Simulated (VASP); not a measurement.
# Cu (Im-3m) in VASP: further runs

Runs on Cu. Level: PBE. Tasks: single point.

Program: VASP 6.6.1. These are calculated values, not measurements. Logs are shortened: lines on timing, memory, paths and dates and some standing lists are left out, and cuts for length are marked.

### 1 The cell of the first run

It takes space group Im-3m (No. 229, cubic). Conventional cell: a = 2.865 Å, b = 2.865 Å, c = 2.865 Å, α = 90.00°, β = 90.00°, γ = 90.00°. Within 3.3 Å of Cu (site symmetry m-3m) lie 14 Cu at 2.48 to 2.87 Å.

### 2 Single point, PBE

Contents of INCAR:

```
ALGO = Normal
EDIFF = 1E-6
ENCUT = 520
GGA = PE
ISIF = 2
ISMEAR = 0
LASPH = True
LCHARG = False
LREAL = False
LWAVE = False
NBANDS = 12
NELM = 100
PREC = Accurate
SIGMA = 0.05
```

Contents of KPOINTS:

```
k-points
0
Gamma
  10 10 10
```

Contents of POSCAR:

```
Cu
1.0
   -1.4326306573      1.4326306573      1.4326306573
    1.4326306573     -1.4326306573      1.4326306573
    1.4326306573      1.4326306573     -1.4326306573
Cu
1
Direct
    0.0000000000      0.0000000000      0.0000000000
```

Potentials or basis: VASP PAW PBE potentials, release 64 (Cu).

Command:

```bash
$ cat potpaw_PBE.64/Cu/POTCAR > POTCAR
$ mpirun -np 1 vasp_std > vasp.out
```

OUTCAR:

```text
EDIFF = 1E-6
   ENCUT = 520
   GGA = PE
   ISIF = 2
   ISMEAR = 0
   LASPH = True
   LREAL = False
   NELM = 100
   PREC = Accurate

 ion  position               nearest neighbor table
   1  0.000  0.000  0.000-

  LATTYP: Found a body centered cubic cell.
 ALAT       =     2.8652613146

  Lattice vectors:

 A1 = (  -1.4326306573,   1.4326306573,   1.4326306573)
 A2 = (   1.4326306573,  -1.4326306573,   1.4326306573)
 A3 = (   1.4326306573,   1.4326306573,  -1.4326306573)

Analysis of symmetry for initial positions (statically):
=====================================================================
 Subroutine PRICEL returns:
 Original cell was already a primitive cell.

 Routine SETGRP: Setting up the symmetry group for a
 body centered cubic supercell.

 Subroutine GETGRP returns: Found 48 space group operations
 (whereof 48 operations were pure point group operations)
 out of a pool of 48 trial point group operations.

The static configuration has the point symmetry O_h .

Analysis of symmetry for dynamics (positions and initial velocities):
=====================================================================
 Subroutine PRICEL returns:
 Original cell was already a primitive cell.

 Routine SETGRP: Setting up the symmetry group for a
 body centered cubic supercell.

 Subroutine GETGRP returns: Found 48 space group operations
 (whereof 48 operations were pure point group operations)
 out of a pool of 48 trial point group operations.

The dynamic configuration has the point symmetry O_h .

 Subroutine INISYM returns: Found 48 space group operations
 (whereof 48 operations are pure point group operations),
 and found     1 'primitive' translations

----------------------------------------------------------------------------------------

                                     Primitive cell

  volume of cell :      11.7615

  direct lattice vectors                    reciprocal lattice vectors
    -1.432630657  1.432630657  1.432630657     0.000000000  0.349008307  0.349008307
     1.432630657 -1.432630657  1.432630657     0.349008307  0.000000000  0.349008307
     1.432630657  1.432630657 -1.432630657     0.349008307  0.349008307  0.000000000

  length of vectors
     2.481389087  2.481389087  2.481389087     0.493572281  0.493572281  0.493572281

  position of ions in fractional coordinates (direct lattice)
     0.000000000  0.000000000  0.000000000

  ion indices of the primitive-cell ions
   primitive index   ion index
                 1           1

----------------------------------------------------------------------------------------

 KPOINTS: k-points

Automatic generation of k-mesh.
 Grid dimensions read from file:
 generate k-points for:   10   10   10

 Generating k-lattice:

  Cartesian coordinates                     Fractional coordinates (reciprocal lattice)
     0.000000000  0.034900831  0.034900831     0.100000000  0.000000000  0.000000000
     0.034900831  0.000000000  0.034900831     0.000000000  0.100000000  0.000000000
     0.034900831  0.034900831  0.000000000     0.000000000  0.000000000  0.100000000

  Length of vectors
     0.049357228  0.049357228  0.049357228

  Shift w.r.t. Gamma in fractional coordinates (k-lattice)
     0.000000000  0.000000000  0.000000000

 Subroutine IBZKPT returns following result:
 ===========================================

 Found     47 irreducible k-points:

 Following reciprocal coordinates:
            Coordinates               Weight
  0.000000  0.000000  0.000000      1.000000
  0.100000  0.000000  0.000000     12.000000
  0.200000  0.000000  0.000000     12.000000
  0.300000  0.000000  0.000000     12.000000
  0.400000  0.000000  0.000000     12.000000
  0.500000  0.000000  0.000000      6.000000
[... 16 lines left out ...]
  0.300000  0.300000  0.100000      8.000000
 -0.300000  0.300000  0.100000     24.000000
 [... further k-points ...]
   k-points           NKPTS =     47   k-points in BZ     NKDIM =     47   number of bands    NBANDS=     12
   number of dos      NEDOS =    301   number of ions     NIONS =      1
   total plane-waves  NPLWV =   5832
   dimension x,y,z NGX =    18 NGY =   18 NGZ =   18
   dimension x,y,z NGXF=    36 NGYF=   36 NGZF=   36
   ions per type =               1
   NGX,Y,Z   is equivalent  to a cutoff of  12.06, 12.06, 12.06 a.u.
   NGXF,Y,Z  is equivalent  to a cutoff of  24.12, 24.12, 24.12 a.u.
 SYSTEM =  unknown system
   PREC   = accura    normal or accurate (medium, high low for compatibility)
   ISTART =      0    job   : 0-new  1-cont  2-samecut
   ICHARG =      2    charge: 1-file 2-atom 10-const
   ISPIN  =      1    spin polarized calculation?
   LNONCOLLINEAR =      F non collinear calculations
   LSORBIT =      F    spin-orbit coupling
   LASPH  =      T    aspherical Exc in radial PAW
   ENCUT  =  520.0 eV  38.22 Ry    6.18 a.u.   4.61  4.61  4.61*2*pi/ulx,y,z
   NELM   =    100;   NELMIN=  2; NELMDL= -5     # of ELM steps
   EDIFF  = 0.1E-05   stopping-criterion for ELM
   LREAL  =      F    real-space projection
   EDIFFG = 0.1E-04   stopping-criterion for IOM
   NSW    =      0    number of steps for IOM
   IBRION =     -1    ionic relax: 0-MD 1-quasi-New 2-CG
   NFREE  =      0    steps in history (QN), initial steepest desc. (CG)
   ISIF   =      2    stress and relaxation
   ISYM   =      2    0-nonsym 1-usesym 2-fastsym
   POTIM  = 0.5000    time-step for ionic-motion
   TEBEG  =    0.0;   TEEND  =   0.0 temperature during run
   PSTRESS=    0.0 pullay stress
   NELECT =      11.0000    total number of electrons
   NUPDOWN=      -1.0000    fix difference up-down
   EMIN   =  10.00;   EMAX   =-10.00  energy-range for DOS
   EFERMI =   0.00;   METHOD = LEGACY
   ISMEAR =     0;   SIGMA  =   0.05  broadening in eV -4-tet -1-fermi 0-gaus
   EFERMI_NEDOS =   21; number of points for ismear=-14 and -15
   IALGO  =     38    algorithm
   IMIX   =      4    mixing-type and parameters
     AMIX     =   0.40;   BMIX     =  1.00
     AMIX_MAG =   1.60;   BMIX_MAG =  1.00
  volume/ion in A,a.u.               =      11.76        79.37
  Fermi-wavevector in a.u.,A,eV,Ry     =   1.600976  3.025406 34.873421  2.563124
  Thomas-Fermi vector in A             =   2.698027
   LORBIT       =      0    0 simple, 1 ext, 2 COOP (PROOUT), +10 PAW based schemes
   GGA     = PE    functional components
   LHFCALC =     F    Hartree Fock is set to
   AEXX    =    0.0000 exact exchange contribution
   IVDW    =     0    specifies the selected vdW correction
   LEPSILON=     F    determine dielectric tensor
   LRPA    =     F    only Hartree local field effects (RPA)
 non-spin polarized calculation
 Gauss-broadening in eV      SIGMA  =   0.05
  energy-cutoff  :      520.00
  volume of cell :       11.76
 maximum number of plane-waves:       329
   NGX =  9   NGY =  9   NGZ =  9

 number of electron      10.9999975 magnetization

 Free energy of the ion-electron system (eV)
  ---------------------------------------------------
  ext. energy  EPLUGINS =         0.00000000
  ---------------------------------------------------
  free energy    TOTEN  =        -3.66538065 eV

  energy without entropy =       -3.66436483  energy(sigma->0) =       -3.66487274

 E-fermi :   7.6510     XC(G=0): -12.7545

 val. band max:        7.6476898583   @ k =   0.2000   0.2000   0.1000
 cond. band min:       7.7362031297   @ k =  -0.3000   0.4000   0.2000
 fundamental gap:      0.0885132714
 Fermi energy:         7.6509685728

 k-point     1 :       0.0000    0.0000    0.0000
  band No.  band energies     occupation
      1      -1.7415      2.00000
      2       4.5019      2.00000
      3       4.5019      2.00000
      4       4.5019      2.00000
      5       5.5159      2.00000
      6       5.5159      2.00000
      7      32.7391      0.00000
      8      32.7391      0.00000
      9      32.7391      0.00000
     10      36.1788      0.00000
     11      36.1789      0.00000
     12      36.1789      0.00000

 k-point     2 :       0.1000    0.0000    0.0000
  band No.  band energies     occupation
      1      -1.3570      2.00000
      2       4.4313      2.00000
      3       4.4962      2.00000
      4       4.6483      2.00000
      5       5.4516      2.00000
      6       5.5216      2.00000
      7      29.2173      0.00000
      8      31.5597      0.00000
      9      31.9129      0.00000
     10      33.1732      0.00000
     11      34.0559      0.00000
     12      34.8517      0.00000

 k-point     3 :       0.2000    0.0000    0.0000
  band No.  band energies     occupation
      1      -0.2542      2.00000
      2       4.2490      2.00000
      3       4.4506      2.00000
      4       5.0489      2.00000
      5       5.3638      2.00000
      6       5.5410      2.00000
      7      23.8321      0.00000
      8      29.0512      0.00000
      9      30.0417      0.00000
     10      30.6753      0.00000
     11      32.8816      0.00000
     12      35.9727      0.00000
[... 286 lines left out ...]
 k-point    23 :       0.3000    0.3000    0.1000
  band No.  band energies     occupation
      1       3.5239      2.00000
      2       3.9986      2.00000
      3       3.9986      2.00000
      4       5.6220      2.00000
      5       5.6220      2.00000
      6      12.6820      0.00000
      7      12.6820      0.00000
      8      14.2398      0.00000
      9      20.1648      0.00000
     10      39.4503      0.00000
     11      39.4503      0.00000
     12      44.3720      0.00000

 k-point    24 :      -0.3000    0.3000    0.1000
  band No.  band energies     occupation
      1       1.6017      2.00000
      2       4.1827      2.00000
      3       4.4191      2.00000
      4       5.2048      2.00000
      5       5.5556      2.00000
      6       5.8255      2.00000
      7      19.0394      0.00000
      8      25.1521      0.00000
      9      25.9677      0.00000
     10      32.0447      0.00000
     11      32.6072      0.00000
     12      35.2433      0.00000

 [... further k-points ...]
[... 5 lines left out ...]
  --------------------------------------------------------------------------------------
  -------------------------------------------------------------------------------------
  Total        0.2415653      0.2415653      0.2415653     -0.0000000     -0.0000000      0.0000000
  in kB       32.9065543     32.9065543     32.9065543     -0.0000000     -0.0000000      0.0000000
  external PRESSURE =      32.9065543 kB  Pullay stress =       0.0000000 kB

 VOLUME and BASIS-vectors are now :
 -----------------------------------------------------------------------------
  energy-cutoff  :      520.00
  volume of cell :       11.76
      direct lattice vectors                 reciprocal lattice vectors
    -1.432630657  1.432630657  1.432630657     0.000000000  0.349008307  0.349008307
     1.432630657 -1.432630657  1.432630657     0.349008307  0.000000000  0.349008307
     1.432630657  1.432630657 -1.432630657     0.349008307  0.349008307  0.000000000

 POSITION                                       TOTAL-FORCE (eV/Angst)
 -----------------------------------------------------------------------------------
      0.00000      0.00000      0.00000        -0.000000      0.000000      0.000000
 -----------------------------------------------------------------------------------
    total drift:                                0.000000     -0.000000      0.000000

  FREE ENERGIE OF THE ION-ELECTRON SYSTEM (eV)
  ---------------------------------------------------
  free  energy   TOTEN  =        -3.6653806471 eV

  energy  without entropy=       -3.6643648307  energy(sigma->0) =       -3.66487274
```

Wall time 5.4 s (1 thread of AMD EPYC 7R13 (Zen 3), shared host); peak memory 0.09 GiB.

What came out:

```
Free energy : -3.6654 eV
Pressure    : 3.3 GPa
```

Levels at points of the mesh, in eV from the Fermi level:
| k point | band 3 | band 4 | band 5 | band 6 | band 7 | band 8 | band 9 | band 10 |
| --- | --- | --- | --- | --- | --- | --- | --- | --- |
| (0.00, 0.00, 0.00) | -3.15 | -3.15 | -2.14 | -2.14 | 25.09 | 25.09 | 25.09 | 28.53 |
| (0.50, 0.00, 0.00) | -2.18 | -2.03 | -1.40 | -0.61 | 4.35 | 17.52 | 17.59 | 21.39 |
| (0.50, 0.50, 0.50) | -1.57 | -1.57 | -1.57 | 8.20 | 8.20 | 8.20 | 13.60 | 13.60 |

### 3 Single point, PBE

This run uses another cell than the first one, of 11.97 Å³/atom, 1.018 times its volume.

Contents of INCAR:

```
PREC = Accurate ; ENCUT = 600
EDIFF = 1E-6 ; ISMEAR = 0
SIGMA = 0.05 ; LREAL = False
LASPH = True ; NELM = 120
ALGO = Normal ; ISIF = 2
LWAVE = False ; LCHARG = False
GGA = PE ; NBANDS = 12
GGA_COMPAT = False
```

Contents of KPOINTS:

```
Automatic mesh
0
Gamma
  10 10 10
```

Contents of POSCAR:

```
Cu
1.0
   -1.4411503904      1.4411503904      1.4411503904
    1.4411503904     -1.4411503904      1.4411503904
    1.4411503904      1.4411503904     -1.4411503904
Cu
1
Direct
    0.0000000000      0.0000000000      0.0000000000
```

Potentials or basis: VASP PAW PBE potentials, release 64 (Cu).

Command:

```bash
$ cat potpaw_PBE.64/Cu/POTCAR > POTCAR
$ mpirun -np 1 vasp_std > vasp.out
```

Wall time 11 s (1 thread of Intel Xeon 8259CL, shared host); peak memory 0.13 GiB.

The run converged. Its results:

```
Free energy : -3.6681 eV
Pressure    : 0.7 GPa
```

Levels at points of the mesh, in eV from the Fermi level:
```tsv
k point	band 4	band 5	band 6	band 7	band 8	band 9
(0.00, 0.00, 0.00)	-3.09	-2.10	-2.10	24.92	24.92	24.92
(0.50, 0.00, 0.00)	-1.99	-1.38	-0.56	4.26	17.37	17.37
(0.50, 0.50, 0.50)	-1.55	-1.55	8.13	8.13	8.13	13.48
```
